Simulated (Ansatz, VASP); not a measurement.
Two plane-wave programs on P

Contents of INCAR:

```
SYSTEM = P
ALGO = Normal
EDIFF = 1E-7
ENCUT = 520
GGA = PE
ISIF = 2
ISMEAR = -1
LASPH = .TRUE.
LCHARG = .FALSE.
LREAL = .FALSE.
LWAVE = .FALSE.
NBANDS = 8
NELM = 100
PREC = Accurate
SIGMA = 0.1
```

File KPOINTS:

```
k-points
0
G
  14 14 14
  0 0 0
```

File POSCAR:

```
P
1.0
    2.4436666413      0.0000000000      0.0000000000
    0.0000000000      2.4436666413      0.0000000000
    0.0000000000      0.0000000000      2.4436666413
P
1
Direct
    0.0000000000      0.0000000000      0.0000000000
```

Input for Ansatz:

```yaml
crystal:
  lattice:
    - [2.4436666413, 0.0, 0.0]
    - [0.0, 2.4436666413, 0.0]
    - [0.0, 0.0, 2.4436666413]
  atoms:
    - { symbol: P, position: [0.0, 0.0, 0.0] }
hamiltonian:
  xc: pbe
  pseudopotentials:
    kind: paw
    azcp:
      P: "pseudopotentials/P.paw.azcp"
basis:
  ecutwfc: 420
  fft_grid_basis: typed
kpoints:
  mp_grid: { grid: [14, 14, 14], shift: [0, 0, 0] }
magnetization:
  spin_polarized: false
scf:
  occupations: { method: fermi_dirac, width: 0.1 }
  lower_state_search: "off"
output:
  stress: true
  write_density: true
  write_potential: true
  elf: true
  volumetric_format: npy
```

Alike in both runs: task single point; functional PBE; k mesh 14 × 14 × 14; occupations fermi-dirac, width 0.1 eV; no spin polarisation.

|  | VASP | Ansatz |
| --- | --- | --- |
| version | VASP 6.6.1 | Ansatz 0.2.0 |
| potentials or method | VASP PAW PBE potentials, release 64 (P), cutoff 520 eV | plane waves (420 eV) with PAW, scalar-relativistic |
| valence electrons in the cell | 5 | 5 |

```tsv
	VASP	Ansatz	Ansatz less VASP
pressure (GPa)	0.7	0.9	+0.27
```
